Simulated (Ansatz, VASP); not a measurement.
This is a calculation of TiAl for Ansatz 0.2.0.

input.yaml

```yaml
crystal:
  lattice:
    - [2.8672622327, 0.0, 0.0]
    - [-1.4336311163, 2.4831219328, 0.0]
    - [0.0, 0.0, 4.678083]
  atoms:
    - { symbol: Ti, position: [0.0, 0.0, 0.0] }
    - { symbol: Al, position: [0.3333333333, 0.6666666667, 0.5] }
hamiltonian:
  xc: blyp
  pseudopotentials: { kind: paw }
kpoints:
  mp_grid: { grid: [11, 11, 6] }
scf:
  occupations: { method: fermi_dirac, width: 0.05 }
output:
  forces: true
  stress: true
  eigenvalues: true
relax:
  f_tol: 0.01
  max_steps: 40
  cell: { stress_tol: 0.05 }
```

Potentials or basis: Ansatz PAW.

The run is started by

```bash
$ ansatz run input.yaml --threads 2 --pin off --max-ram 5632MiB --backend cpu --events-out ev --progress --plain --runs-dir out
```

Task: Set up the same calculation for VASP 6.6.1. Potentials there: VASP PAW PBE potentials, release 64 (Ti_sv, Al).

Result: As run (the cutoff follows the program's own potentials):

Contents of INCAR:

```
PREC = Accurate
ENCUT = 600
EDIFF = 1E-6
ISMEAR = -1
SIGMA = 0.05
LREAL = F
LASPH = T
NELM = 60
ALGO = Normal
ISIF = 3
LWAVE = F
LCHARG = F
GGA = B5
ALDAX = 1.0
AGGAX = 1.0
AGGAC = 1.0
ALDAC = 0.0
IBRION = 2
NSW = 60
EDIFFG = -0.01
```

KPOINTS

```
Automatic mesh
0
Gamma
  11 11 6
```

The input POSCAR:

```
TiAl
1.0
    2.8672622327      0.0000000000      0.0000000000
   -1.4336311163      2.4831219328      0.0000000000
    0.0000000000      0.0000000000      4.6780830000
Ti Al
1 1
Direct
    0.0000000000      0.0000000000      0.0000000000
    0.3333333333      0.6666666667      0.5000000000
```

Potentials or basis: VASP PAW PBE potentials, release 64 (Ti_sv, Al).

Run with:

```console
$ cat potpaw_PBE.64/Ti_sv/POTCAR potpaw_PBE.64/Al/POTCAR > POTCAR
$ mpirun -np 1 vasp_std > vasp.out
```

Both were run:

|  | VASP | Ansatz | Ansatz less VASP |
| --- | --- | --- | --- |
| gap on the k mesh at the Fermi level, each at its own relaxed structure (eV) | none | none | - |
| relaxed volume (Å³/atom) | 17.23 | 17.21 | -0.020 |
| relaxed length of the cell vector where the two differ most in proportion (Å) | 4.687 | 4.681 | -0.0064 |

VASP's potentials were made for PBE, not for BLYP. A gap of «none» marks a metal or a gap that the smearing closes.

Noted on Ansatz's run: the plane-wave basis is chosen anew once the cell has moved, so the energies of steps on either side of that aren't comparable.
